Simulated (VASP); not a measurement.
PbS (Galena): single point with PBE+D4

Crystal: PbS (Galena).

```
Pb S
1.0
    -0.08386    2.96743    3.03476
     2.89869   -0.01886    2.96976
     2.89890    2.90264   -0.01907
Pb S
1 1
Direct
  0.01728 0.97867 0.00141
  0.48975 0.49507 0.51168
```

```yaml
Program: VASP 6.6.1
Task: single point
Functional: PBE
Dispersion: D4
Potentials_or_basis: VASP PAW PBE potentials, release 64 (Pb_d, S)
Cutoff: 520 eV
k_mesh: 4 × 4 × 4
Occupations: gaussian, width 0.01 eV
Spin: no spin polarisation
```

| Quantity | Value |
| --- | --- |
| Pressure | 0.3 GPa |
| Largest force | 0.029 eV/Å |
| Band gap on the k mesh | 0.22 eV, indirect (least direct gap 0.35 eV) |
| Dispersion energy per atom | -0.379 eV |

Forces in eV/Å, atoms in the order of the input:
```
Pb  -0.009  0.007  0.027
S    0.009 -0.007 -0.027
```

Stress tensor (GPa, compression positive):
```
 1.61  0.57  0.56
 0.57  1.22 -0.33
 0.56 -0.33 -1.83
```

Levels at points of the mesh, in eV from the valence-band top:
| k point | band 6 | band 7 | band 8 | band 9 | band 10 | band 11 | band 12 | band 13 | band 14 | band 15 |
| --- | --- | --- | --- | --- | --- | --- | --- | --- | --- | --- |
| (0.00, 0.00, 0.00) | -13.67 | -6.08 | -2.43 | -2.20 | -2.07 | 4.76 | 5.23 | 5.35 | 6.52 | 6.80 |
| (0.50, 0.00, 0.00) | -12.49 | -9.01 | -1.80 | -1.74 | 0.00 | 0.58 | 2.05 | 2.23 | 8.54 | 9.90 |
| (0.00, 0.50, 0.00) | -12.42 | -8.87 | -1.96 | -1.81 | -0.10 | 0.28 | 1.79 | 2.07 | 8.59 | 9.76 |
| (0.50, 0.50, 0.00) | -12.09 | -7.18 | -5.22 | -3.58 | -3.34 | 3.80 | 5.27 | 5.74 | 5.89 | 11.11 |
| (0.00, 0.00, 0.50) | -12.41 | -8.88 | -1.92 | -1.85 | -0.10 | 0.29 | 1.84 | 1.99 | 8.57 | 9.59 |
| (0.50, 0.00, 0.50) | -11.95 | -7.31 | -5.25 | -3.68 | -3.33 | 3.71 | 5.37 | 5.55 | 5.97 | 11.01 |
| (0.00, 0.50, 0.50) | -11.94 | -7.33 | -5.23 | -3.64 | -3.38 | 3.74 | 5.28 | 5.60 | 5.96 | 10.96 |
| (0.50, 0.50, 0.50) | -12.39 | -8.83 | -1.95 | -1.88 | -0.14 | 0.22 | 1.78 | 1.91 | 8.59 | 9.68 |

It took 13 s on 1 thread of Intel Xeon 6975P-C, with other jobs on the host, peak memory 0.19 GiB.

Caveat: the k points lie up to 0.46 Å⁻¹ apart; spin-orbit coupling is left out, which moves the levels of the heavy elements. A k mesh can miss the band edges.
